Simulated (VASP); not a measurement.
# AlGa3N4 (R3m) in VASP: further runs, part 2 of 2

VASP 6.6.1. The steps go on from the part before.

## Step 5: Single point, LDA

This run uses another cell than the first one, of 11.47 Å³/atom.

INCAR

```
PREC = Accurate ; ENCUT = 520
EDIFF = 1E-6 ; ISMEAR = 0
SIGMA = 0.05 ; LREAL = False
LASPH = True ; NELM = 80
ALGO = Normal ; ISIF = 2
LWAVE = False ; LCHARG = True
GGA = CA ; LELF = True
LVHAR = True ; NBANDS = 41
```

KPOINTS

```
Automatic mesh
0
Gamma
  6 6 6
```

POSCAR

```
AlGa3N4
1.0
    4.5152872089      0.1549363258      0.1549363258
    0.1549363258      4.5152872089      0.1549363258
    0.1549363258      0.1549363258      4.5152872089
Al Ga N
1 3 4
Direct
    0.0000000000      0.0000000000      0.0000000000
    0.5000000000      0.5000000000      0.0000000000
    0.5000000000      0.0000000000      0.5000000000
    0.0000000000      0.5000000000      0.5000000000
    0.7548078379      0.7548078379      0.2451921621
    0.7548078379      0.2451921621      0.7548078379
    0.2451921621      0.7548078379      0.7548078379
    0.2451921621      0.2451921621      0.2451921621
```

Command:

```sh
$ cat potpaw_LDA.64/Al/POTCAR potpaw_LDA.64/Ga_d/POTCAR potpaw_LDA.64/N/POTCAR > POTCAR
$ mpirun -np 1 vasp_std > vasp.out
```

Wall time 2.6 min (1 thread of Intel Xeon 8259CL, shared host); peak memory 0.23 GiB.

The run converged. Its results:

| Property | Result |
| --- | --- |
| Free energy | -57.3943 eV |
| Pressure | -6.9 GPa |
| Largest force | 0.519 eV/Å |
| Band gap on the k mesh | 1.73 eV |

Forces on the atoms (eV/Å):
```
Al   0.231  0.231  0.231
Ga   0.227  0.227  0.211
Ga   0.227  0.211  0.227
Ga   0.211  0.227  0.227
N   -0.201 -0.201 -0.194
N   -0.201 -0.194 -0.201
N   -0.194 -0.201 -0.201
N   -0.299 -0.299 -0.299
```

Stress tensor (GPa, compression positive):
```
 -6.92 -11.21 -11.21
-11.21  -6.92 -11.21
-11.21 -11.21  -6.92
```

Levels at points of the mesh, in eV from the valence-band top:
| k point | band 29 | band 30 | band 31 | band 32 | band 33 | band 34 |
| --- | --- | --- | --- | --- | --- | --- |
| (0.00, 0.00, 0.00) | -0.49 | 0.00 | 0.00 | 1.73 | 3.00 | 3.00 |
| (0.50, 0.00, 0.00) | -1.65 | -1.29 | -1.01 | 4.37 | 4.42 | 5.69 |
| (0.50, 0.50, 0.00) | -1.16 | -0.90 | -0.68 | 5.80 | 5.88 | 6.15 |
| (0.50, 0.50, 0.50) | -0.90 | -0.50 | -0.50 | 4.16 | 4.16 | 4.77 |

Caveat: the cell stands under tension.

## Step 6: Single point, LDA

This run uses another cell than the first one, of 11.49 Å³/atom.

INCAR

```
  ALGO = Normal
  EDIFF = 1E-6
  ENCUT = 520
  GGA = CA
  ISIF = 2
  ISMEAR = 0
  LASPH = True
  LCHARG = False
  LREAL = False
  LWAVE = False
  NBANDS = 41
  NELM = 60
  PREC = Accurate
  SIGMA = 0.05
```

KPOINTS

```
k-points
0
Gamma
  6 6 6
```

Edit POSCAR of step 5 so:

```diff
@@ -2,5 +2,5 @@
 1.0
-    4.5152872089      0.1549363258      0.1549363258
-    0.1549363258      4.5152872089      0.1549363258
-    0.1549363258      0.1549363258      4.5152872089
+    4.5152872089      0.1033646631      0.1033646631
+    0.1033646631      4.5152872089      0.1033646631
+    0.1033646631      0.1033646631      4.5152872089
 Al Ga N
```

Potentials or basis: VASP PAW LDA potentials, release 64 (Al, Ga_d, N).

Command:

```sh
$ cat potpaw_LDA.64/Al/POTCAR potpaw_LDA.64/Ga_d/POTCAR potpaw_LDA.64/N/POTCAR > POTCAR
$ mpirun -np 1 vasp_std > vasp.out
```

OUTCAR:

```text
EDIFF = 1E-6
   ENCUT = 520
   GGA = CA
   ISIF = 2
   ISMEAR = 0
   LASPH = True
   LREAL = False
   NELM = 60
   PREC = Accurate

 ion  position               nearest neighbor table
   1  0.000  0.000  0.000-   6 1.89   7 1.89   5 1.89   8 2.01   3 3.12   4 3.12   2 3.12   4 3.12
                             2 3.12   3 3.12
   2  0.500  0.500  0.000-   6 1.94   7 1.94   8 1.94   5 2.06   1 3.12   1 3.12
   3  0.500  0.000  0.500-   5 1.94   7 1.94   8 1.94   6 2.06   1 3.12   1 3.12
[... 1274 lines left out ...]
  Total       -4.8980313     -4.8980313     -4.8980313     -4.4117504     -4.4117504     -4.4117504
  in kB      -85.3785695    -85.3785695    -85.3785695    -76.9021091    -76.9021091    -76.9021091
  external PRESSURE =     -85.3785695 kB  Pullay stress =       0.0000000 kB

 VOLUME and BASIS-vectors are now :
 -----------------------------------------------------------------------------
  energy-cutoff  :      520.00
  volume of cell :       91.91
      direct lattice vectors                 reciprocal lattice vectors
     4.515287209  0.103364663  0.103364663     0.221697015 -0.004961542 -0.004961542
     0.103364663  4.515287209  0.103364663    -0.004961542  0.221697015 -0.004961542
     0.103364663  0.103364663  4.515287209    -0.004961542 -0.004961542  0.221697015

 POSITION                                       TOTAL-FORCE (eV/Angst)
 -----------------------------------------------------------------------------------
      0.00000      0.00000      0.00000         0.193266      0.193266      0.193266
      2.30933      2.30933      0.10336         0.193756      0.193756      0.176161
      2.30933      0.10336      2.30933         0.193756      0.176161      0.193756
      0.10336      2.30933      2.30933         0.176161      0.193756      0.193756
      3.51154      3.51154      1.26315        -0.173022     -0.173022     -0.168361
      3.51154      1.26315      3.51154        -0.173022     -0.168361     -0.173022
      1.26315      3.51154      3.51154        -0.168361     -0.173022     -0.173022
      1.15780      1.15780      1.15780        -0.242534     -0.242534     -0.242534
 -----------------------------------------------------------------------------------
    total drift:                                0.000078      0.000078      0.000078

  FREE ENERGIE OF THE ION-ELECTRON SYSTEM (eV)
  ---------------------------------------------------
  free  energy   TOTEN  =       -57.7479933853 eV

  energy  without entropy=      -57.7479933853  energy(sigma->0) =      -57.74799339
```

Run time: 2.8 min. Hardware: 1 thread of Intel Xeon 8259CL, shared host; peak memory 0.23 GiB.

What came out:

* Free energy: -57.7480 eV
* Pressure: -8.5 GPa
* Largest force: 0.420 eV/Å
* Band gap on the k mesh: 1.94 eV

Forces on the atoms (eV/Å):
```
Al   0.193  0.193  0.193
Ga   0.194  0.194  0.176
Ga   0.194  0.176  0.194
Ga   0.176  0.194  0.194
N   -0.173 -0.173 -0.168
N   -0.173 -0.168 -0.173
N   -0.168 -0.173 -0.173
N   -0.243 -0.243 -0.243
```

Stress tensor (GPa, compression positive):
```
-8.54 -7.69 -7.69
-7.69 -8.54 -7.69
-7.69 -7.69 -8.54
```

Caveat: the cell stands under tension.

## Step 7: Single point, LDA

This run uses another cell than the first one, of 11.49 Å³/atom.

INCAR

```
SYSTEM = AlGa3N4
ALGO = Normal
EDIFF = 1E-7
ENCUT = 520
ISIF = 2
ISMEAR = 0
LASPH = .True.
LCHARG = .False.
LREAL = .False.
LWAVE = .False.
NBANDS = 41
NELM = 60
PREC = Accurate
SIGMA = 0.05
```

KPOINTS

```
k-points
0
Gamma
  6 6 6
  0 0 0
```

Edit POSCAR of step 6 so:

```diff
@@ -2,5 +2,5 @@
 1.0
-    4.5152872089      0.1033646631      0.1033646631
-    0.1033646631      4.5152872089      0.1033646631
-    0.1033646631      0.1033646631      4.5152872089
+    4.5152872089     -0.1033646631     -0.1033646631
+   -0.1033646631      4.5152872089     -0.1033646631
+   -0.1033646631     -0.1033646631      4.5152872089
 Al Ga N
```

Potentials or basis: VASP PAW LDA potentials, release 64 (Al, Ga_d, N).

Command:

```sh
$ cat potpaw_LDA.64/Al/POTCAR potpaw_LDA.64/Ga_d/POTCAR potpaw_LDA.64/N/POTCAR > POTCAR
$ mpirun -np 1 vasp_std > vasp.out
```

OUTCAR:

```text
SYSTEM = AlGa3N4
   EDIFF = 1E-7
   ENCUT = 520
   ISIF = 2
   ISMEAR = 0
   LASPH = .True.
   LREAL = .False.
   NELM = 60
   PREC = Accurate

 ion  position               nearest neighbor table
   1  0.000  0.000  0.000-   8 1.83   6 1.95   7 1.95   5 1.95   3 3.12   4 3.12   2 3.12   4 3.12
                             3 3.12   2 3.12
   2  0.500  0.500  0.000-   5 1.88   8 2.00   7 2.00   6 2.00   1 3.12   1 3.12
   3  0.500  0.000  0.500-   6 1.88   8 2.00   7 2.00   5 2.00   1 3.12   1 3.12
   4  0.000  0.500  0.500-   7 1.88   8 2.00   6 2.00   5 2.00   1 3.12   1 3.12
   5  0.755  0.755  0.245-   2 1.88   1 1.95   3 2.00   4 2.00
   6  0.755  0.245  0.755-   3 1.88   1 1.95   4 2.00   2 2.00
   7  0.245  0.755  0.755-   4 1.88   1 1.95   3 2.00   2 2.00
   8  0.245  0.245  0.245-   1 1.83   2 2.00   3 2.00   4 2.00
[... 1271 lines left out ...]
  external PRESSURE =     -83.4818445 kB  Pullay stress =       0.0000000 kB

 VOLUME and BASIS-vectors are now :
 -----------------------------------------------------------------------------
  energy-cutoff  :      520.00
  volume of cell :       91.91
      direct lattice vectors                 reciprocal lattice vectors
     4.515287209 -0.103364663 -0.103364663     0.221707671  0.005194275  0.005194275
    -0.103364663  4.515287209 -0.103364663     0.005194275  0.221707671  0.005194275
    -0.103364663 -0.103364663  4.515287209     0.005194275  0.005194275  0.221707671

 POSITION                                       TOTAL-FORCE (eV/Angst)
 -----------------------------------------------------------------------------------
      0.00000      0.00000      0.00000        -0.431910     -0.431910     -0.431910
      2.20596      2.20596     -0.10336        -0.446903     -0.446903     -0.396221
      2.20596     -0.10336      2.20596        -0.446903     -0.396221     -0.446903
     -0.10336      2.20596      2.20596        -0.396221     -0.446903     -0.446903
      3.30481      3.30481      0.95107         0.447089      0.447089      0.368596
      3.30481      0.95107      3.30481         0.447089      0.368596      0.447089
      0.95107      3.30481      3.30481         0.368596      0.447089      0.447089
      1.05642      1.05642      1.05642         0.459163      0.459163      0.459163
 -----------------------------------------------------------------------------------
    total drift:                               -0.000036     -0.000036     -0.000036

  FREE ENERGIE OF THE ION-ELECTRON SYSTEM (eV)
  ---------------------------------------------------
  free  energy   TOTEN  =       -57.7062127550 eV

  energy  without entropy=      -57.7062127550  energy(sigma->0) =      -57.70621276
```

OSZICAR:

```text
N       E                     dE             d eps       ncg     rms          rms(c)
DAV:   1     0.628216029465E+03    0.62822E+03   -0.27968E+04  2961   0.253E+03
DAV:   2     0.540596565362E+02   -0.57416E+03   -0.53516E+03  2720   0.642E+02
DAV:   3    -0.580958189335E+02   -0.11216E+03   -0.10864E+03  2999   0.195E+02
DAV:   4    -0.661028893813E+02   -0.80071E+01   -0.79199E+01  3454   0.547E+01
DAV:   5    -0.663299054433E+02   -0.22702E+00   -0.22667E+00  3208   0.908E+00    0.155E+01
DAV:   6    -0.576802550052E+02    0.86497E+01   -0.27032E+01  4822   0.585E+01    0.464E+00
DAV:   7    -0.578358825996E+02   -0.15563E+00   -0.37012E+00  3130   0.104E+01    0.377E+00
DAV:   8    -0.577508809460E+02    0.85002E-01   -0.67963E-01  4257   0.679E+00    0.125E+00
DAV:   9    -0.577050961083E+02    0.45785E-01   -0.19111E-01  4048   0.515E+00    0.461E-01
DAV:  10    -0.577062809142E+02   -0.11848E-02   -0.16369E-02  3036   0.764E-01    0.212E-01
DAV:  11    -0.577062192735E+02    0.61641E-04   -0.23219E-03  3992   0.575E-01    0.302E-02
DAV:  12    -0.577062097750E+02    0.94985E-05   -0.32751E-04  4014   0.228E-01    0.168E-02
DAV:  13    -0.577062126821E+02   -0.29072E-05   -0.38808E-05  3400   0.394E-02    0.958E-03
DAV:  14    -0.577062127578E+02   -0.75656E-07   -0.29664E-06  3977   0.271E-02    0.260E-03
DAV:  15    -0.577062127550E+02    0.27730E-08   -0.76815E-07  3726   0.962E-03
   1 F= -.57706213E+02 E0= -.57706213E+02  d E =-.308890E-15
```

stdout:

```text
POSCAR found type information on POSCAR AlGaN
 POSCAR found :  3 types and       8 ions
 scaLAPACK will be used
 LDA part: xc-table for (Slater(with rela. corr.)+CA(PZ))
 , standard interpolation
 POSCAR, INCAR and KPOINTS ok, starting setup
 FFT: planning ... GRIDC
 FFT: planning ... GRID_SOFT
 FFT: planning ... GRID
 WAVECAR not read
 entering main loop
```

It took 3 min on 1 thread of Intel Xeon 8259CL, shared host; peak memory 0.23 GiB.

Results:

* Free energy: -57.7062 eV
* Pressure: -8.3 GPa
* Largest force: 0.795 eV/Å
* Band gap on the k mesh: 1.92 eV

Forces on the atoms (eV/Å):
```
Al  -0.432 -0.432 -0.432
Ga  -0.447 -0.447 -0.396
Ga  -0.447 -0.396 -0.447
Ga  -0.396 -0.447 -0.447
N    0.447  0.447  0.369
N    0.447  0.369  0.447
N    0.369  0.447  0.447
N    0.459  0.459  0.459
```

Stress tensor (GPa, compression positive):
```
-8.35  8.91  8.91
 8.91 -8.35  8.91
 8.91  8.91 -8.35
```

Caveat: the cell stands under tension.

## Step 8: Overview

```csv
cell,gap on the mesh (eV),pressure (GPa),largest force (eV/Å)
"a = 4.429 Å, angles 92.6°, 8 atoms",2.31,2.9,1.10
"a = 4.473 Å, angles 87.3°, 8 atoms",2.13,-3.3,0.54
"a = 4.521 Å, angles 93.9°, 8 atoms",1.79,-6.3,1.43
"a = 4.521 Å, angles 86.0°, 8 atoms",1.73,-6.9,0.52
"a = 4.518 Å, angles 87.3°, 8 atoms",1.94,-8.5,0.42
"a = 4.518 Å, angles 92.6°, 8 atoms",1.92,-8.3,0.80
```

Alike in all rows: task single point; level LDA; potentials or basis VASP PAW LDA potentials, release 64 (Al, Ga_d, N); no spin polarisation; k mesh 6 × 6 × 6; cutoff (eV) 520; smearing gaussian 0.05 eV.

Caveats: the cell stands under tension (at least some runs); forces of over 1 eV/Å act on the atoms, so gaps and moduli don't describe the material at rest (at least some runs).

Total energies depend on the potentials used, so only differences within one code and one set of settings carry meaning.
